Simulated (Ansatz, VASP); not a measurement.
Two plane-wave programs on CsI

```
Cs I
1.0
     4.57076    0.00000    0.00000
     0.00000    4.57076    0.00000
     0.00000    0.00000    4.57076
Cs I
1 1
Direct
  0.00000 0.00000 0.00000
  0.50000 0.50000 0.50000
```

Alike in both runs: task single point; functional PBE; k mesh 6 × 6 × 6; occupations gaussian, width 0.02 eV; no spin polarisation.

```csv
,VASP,Ansatz
version,VASP 6.6.1,Ansatz 0.2.0
potentials or method,"VASP PAW PBE potentials, release 64 (Cs_sv, I), cutoff 500 eV","scalar-relativistic, plane waves, PAW"
valence electrons in the cell,16,26
```

|  | VASP | Ansatz | Ansatz less VASP |
| --- | --- | --- | --- |
| gap on the k mesh at the Fermi level (eV) | 3.87 | 3.88 | +0.014 |
| least direct gap on the mesh (eV) | 3.96 | 3.97 | +0.010 |
| pressure (GPa) | 0.8 | 0.7 | -0.04 |

The functional is the same, so the differences come from potentials, cutoffs and numerics. VASP's potentials hold 16 valence electrons a cell and Ansatz's 26, so a difference there can come from the potentials and not from the codes.

Spin-orbit coupling is off throughout.
